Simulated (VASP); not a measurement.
A run of VASP 6.6.1 is set up as follows.

INCAR

```
SYSTEM = ZnO
PREC     = Accurate       ! precision mode
ENCUT    = 910            ! plane-wave cutoff, eV
EDIFF    = 1E-6           ! SCF threshold, eV
ISMEAR   = 0              ! smearing method
SIGMA    = 0.05           ! smearing width, eV
LREAL    = .FALSE.        ! projectors in reciprocal space
LASPH    = .TRUE.         ! aspherical terms in the spheres
NELM     = 120            ! most SCF steps
ALGO     = Normal         ! electronic algorithm
ISIF     = 2              ! what is computed and relaxed
LWAVE    = .FALSE.        ! write WAVECAR
LCHARG   = .FALSE.        ! write CHGCAR
GGA      = RP             ! functional
IVDW     = 13             ! dispersion correction
NBANDS   = 26             ! bands
GGA_COMPAT= .FALSE.
```

The input KPOINTS:

```
regular mesh
0
G
  8 8 6
  0 0 0
```

POSCAR

```
ZnO
1.0
    3.2353001234      0.0000000000      0.0000000000
   -1.6176500617      2.8018520957      0.0000000000
    0.0000000000      0.0000000000      5.2168670380
Zn O
2 2
Direct
    0.3333333333      0.6666666667      0.0014489168
    0.6666666667      0.3333333333      0.5014489168
    0.3333333333      0.6666666667      0.3806510832
    0.6666666667      0.3333333333      0.8806510832
```

Potentials or basis: VASP PAW PBE potentials, release 64 (Zn, O_h).

Launch:

```sh
$ cat potpaw_PBE.64/Zn/POTCAR potpaw_PBE.64/O_h/POTCAR > POTCAR
$ mpirun -np 1 vasp_std > vasp.out
```

Question: Predict the band gap on the k mesh.

Answer: 0.88 eV, direct.

Question: Estimate the dispersion energy per atom.

Answer: -0.513 eV.

Question: Estimate the pressure.

Answer: 3.7 GPa.

Forces on the atoms (eV/Å):
```
Zn   0.000  0.000 -0.003
Zn   0.000  0.000 -0.003
O    0.000  0.000  0.003
O    0.000  0.000  0.003
```

Caveat: the cutoff is under 1.25 times the usual one of these potentials, so pressure, stress and relaxed cells hold a basis-set (Pulay) error; the PAW data sets were made with another functional, which shifts forces and pressure a little.
